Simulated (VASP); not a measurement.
Set up this calculation in VASP 6.6.1, as the native input.

| Quantity | Value |
| --- | --- |
| Task | single point |
| Functional | PBEsol |
| Potentials or basis | VASP PAW PBE potentials, release 64 (Na_pv) |
| Cutoff | 520 eV |
| k mesh | 16 × 16 × 16 |
| Occupations | gaussian, width 0.15 eV |
| Spin | no spin polarisation |
| Dipole correction | no |
| Further INCAR settings | ALGO = Fast; EDIFF = 1e-06; NBANDS = 10 |

The structure of Na lies in POSCAR:

```
Na
1.0
   -1.8325000000      1.8325000000      2.5250000000
    1.8325000000     -1.8325000000      2.5250000000
    1.8325000000      1.8325000000     -2.5250000000
Na
1
Direct
    0.0000000000      0.0000000000      0.0000000000
```

One way to write it, as run:

INCAR

```
SYSTEM = Na
ALGO = Fast
EDIFF = 1E-6
ENCUT = 520
GGA = PS
ISIF = 2
ISMEAR = 0
LASPH = .TRUE.
LCHARG = .FALSE.
LREAL = .FALSE.
LWAVE = .FALSE.
NBANDS = 10
NELM = 60
PREC = Accurate
SIGMA = 0.15
```

KPOINTS

```
k-points
0
G
  16 16 16
  0 0 0
```

Potentials or basis: VASP PAW PBE potentials, release 64 (Na_pv).

Launch:

```sh
$ cat potpaw_PBE.64/Na_pv/POTCAR > POTCAR
$ mpirun -np 1 vasp_std > vasp.out
```

It gave:

```yaml
Pressure: 0.7 GPa
Band_gap_on_the_k_mesh: zero (an odd number of electrons rules out a gap without spin polarisation)
```

Caveat: the PAW data sets were made with another functional, which shifts forces and pressure a little.

Wall time 3.1 min on 1 thread of Intel Xeon 8259CL (shared host), peak memory 0.22 GiB.
